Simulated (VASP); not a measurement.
# SrCo3 (Pm-3m) in VASP: notebook, part 2 of 2

VASP 6.6.1. The steps go on from the part before.

**3. Single point, PBE, collinear spin, ferromagnetic start (15.20 Å³/atom)**

This run uses another cell than the first one, of 15.20 Å³/atom.

The input, INCAR:

```
PREC = Accurate
ENCUT = 520
EDIFF = 1E-6
ISMEAR = 0
SIGMA = 0.05
LREAL = False
LASPH = True
NELM = 150
ALGO = Normal
ISIF = 2
LWAVE = False
LCHARG = False
ISPIN = 2
MAGMOM = 0 1.64 1.64 1.64
LORBIT = 11
LMAXMIX = 4
GGA = PE
NBANDS = 30
```

The input, KPOINTS:

```
Automatic mesh
0
Gamma
  8 8 8
```

The input, POSCAR:

```
SrCo3
1.0
    3.9319794247      0.0000000000      0.0000000000
    0.0000000000      3.9319794247      0.0000000000
    0.0000000000      0.0000000000      3.9319794247
Sr Co
1 3
Direct
    0.0000000000      0.0000000000      0.0000000000
    0.0000000000      0.5000000000      0.5000000000
    0.5000000000      0.5000000000      0.0000000000
    0.5000000000      0.0000000000      0.5000000000
```

Potentials or basis: VASP PAW PBE potentials, release 64 (Sr_sv, Co).

Launch:

```
cat potpaw_PBE.64/Sr_sv/POTCAR potpaw_PBE.64/Co/POTCAR > POTCAR
mpirun -np 1 vasp_std > vasp.out
```

OUTCAR:

```text
PREC = Accurate
   ENCUT = 520
   EDIFF = 1E-6
   ISMEAR = 0
   LREAL = False
   LASPH = True
   NELM = 150
   ISIF = 2
   ISPIN = 2
   LORBIT = 11
   GGA = PE

 ion  position               nearest neighbor table
   1  0.000  0.000  0.000-   2 2.78   3 2.78   4 2.78   2 2.78   4 2.78   2 2.78   3 2.78   2 2.78
                             3 2.78   4 2.78   4 2.78   3 2.78
   2  0.000  0.500  0.500-   1 2.78   3 2.78   4 2.78   1 2.78   3 2.78   1 2.78   4 2.78   1 2.78
                             3 2.78   4 2.78   3 2.78   4 2.78
[... 1819 lines left out ...]
  volume of cell :       60.79
      direct lattice vectors                 reciprocal lattice vectors
     3.931979425  0.000000000  0.000000000     0.254324830  0.000000000  0.000000000
     0.000000000  3.931979425  0.000000000     0.000000000  0.254324830  0.000000000
     0.000000000  0.000000000  3.931979425     0.000000000  0.000000000  0.254324830

 POSITION                                       TOTAL-FORCE (eV/Angst)
 -----------------------------------------------------------------------------------
      0.00000      0.00000      0.00000         0.000000      0.000000      0.000000
      0.00000      1.96599      1.96599         0.000000      0.000000      0.000000
      1.96599      1.96599      0.00000         0.000000      0.000000      0.000000
      1.96599      0.00000      1.96599         0.000000      0.000000      0.000000
 -----------------------------------------------------------------------------------
    total drift:                                0.000000      0.000000     -0.000000

  FREE ENERGIE OF THE ION-ELECTRON SYSTEM (eV)
  ---------------------------------------------------
  free  energy   TOTEN  =       -19.1823513939 eV

  energy  without entropy=      -19.1765853065  energy(sigma->0) =      -19.17946835

 total charge

# of ion       s       p       d       tot
------------------------------------------
    1        2.083   5.769   0.544   8.396
    2        0.440   0.281   7.309   8.030
    3        0.440   0.281   7.309   8.030
    4        0.440   0.281   7.309   8.030
--------------------------------------------------
tot          3.402   6.612  22.472  32.486

 magnetization (x)

# of ion       s       p       d       tot
------------------------------------------
    1       -0.006  -0.023  -0.087  -0.116
    2       -0.010  -0.018   1.489   1.461
    3       -0.010  -0.018   1.489   1.461
    4       -0.010  -0.018   1.489   1.461
--------------------------------------------------
tot         -0.036  -0.075   4.379   4.267
```

OSZICAR:

```text
N       E                     dE             d eps       ncg     rms          rms(c)
DAV:   1     0.281470944411E+03    0.28147E+03   -0.16421E+04  4200   0.147E+03
DAV:   2    -0.311852782798E+01   -0.28459E+03   -0.26845E+03  4218   0.328E+02
DAV:   3    -0.229214540486E+02   -0.19803E+02   -0.18505E+02  4866   0.999E+01
DAV:   4    -0.238562320854E+02   -0.93478E+00   -0.92765E+00  6300   0.171E+01
DAV:   5    -0.238705072938E+02   -0.14275E-01   -0.14266E-01  5506   0.192E+00    0.665E+01
DAV:   6    -0.304841331415E+02   -0.66136E+01   -0.73407E+01  5172   0.113E+02    0.357E+01
DAV:   7    -0.195483553985E+02    0.10936E+02   -0.73883E+01  4718   0.779E+01    0.198E+01
DAV:   8    -0.192474025366E+02    0.30095E+00   -0.20939E+00  5640   0.116E+01    0.118E+01
DAV:   9    -0.192128229839E+02    0.34580E-01   -0.14954E-01  6256   0.292E+00    0.592E+00
DAV:  10    -0.191844785995E+02    0.28344E-01   -0.41567E-02  5284   0.234E+00    0.223E+00
DAV:  11    -0.191821216238E+02    0.23570E-02   -0.12215E-02  5874   0.112E+00    0.647E-01
DAV:  12    -0.191825170790E+02   -0.39546E-03   -0.11006E-03  5398   0.297E-01    0.392E-01
DAV:  13    -0.191823945944E+02    0.12248E-03   -0.20719E-04  6070   0.159E-01    0.254E-01
DAV:  14    -0.191823569023E+02    0.37692E-04   -0.14679E-04  5992   0.114E-01    0.108E-01
DAV:  15    -0.191823544071E+02    0.24952E-05   -0.19129E-05  5380   0.564E-02    0.735E-02
DAV:  16    -0.191823519575E+02    0.24496E-05   -0.49772E-06  4436   0.228E-02    0.354E-02
DAV:  17    -0.191823513939E+02    0.56360E-06   -0.66777E-07  2616   0.707E-03
   1 F= -.19182351E+02 E0= -.19179468E+02  d E =-.576609E-02  mag=     4.0838
```

It took 68 s on 1 thread of Intel Xeon 6975P-C (Granite Rapids), shared host; peak memory 0.24 GiB.

Results:

```yaml
Free_energy: -19.1824 eV
Pressure: 5.3 GPa
Net_moment: 4.08 μB per cell
Site_moments: Sr -0.12; Co +1.46 μB
Valence_electrons_inside_the_program's_atomic_spheres: Sr 8.40; Co 8.03
```

Caveat: the cell stands under pressure.
